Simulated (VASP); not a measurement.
Crystal: ZrO2.

```xyz
3
Lattice="0.0000 2.6719 2.6719 2.6719 0.0000 2.6719 2.6719 2.6719 0.0000" Properties=species:S:1:pos:R:3 pbc="T T T"
Zr    0.0000    0.0000    0.0000
O     1.3360    1.3360    1.3360
O     4.0079    4.0079    4.0079
```

This cell differs from its parent crystal: strain +5.0%.

Base run:

```yaml
Program: VASP 6.6.1
Functional: PBE
Potentials_or_basis: VASP PAW PBE potentials, release 64 (Zr_sv, O)
Cutoff: 600 eV
k_mesh: 8 × 8 × 8
Occupations: fermi-dirac, width 0.02 eV
Spin: no spin polarisation
```

Its results: band gap on the k mesh 2.94 eV (least direct gap 3.28 eV); pressure -23.4 GPa.

Question: The run is repeated on the same cell with these changes: functional from PBE to r2SCAN; cutoff from 600 eV to 660 eV; occupations from fermi-dirac, width 0.02 eV to gaussian, width 0.01 eV. What comes out?

Answer: Band gap on the k mesh 3.41 eV (least direct gap 3.72 eV); pressure -27.7 GPa.

Caveats: the cell stands under tension; the PAW data sets were made with another functional, which shifts forces and pressure a little (at least some runs).

A k mesh can miss the band edges.
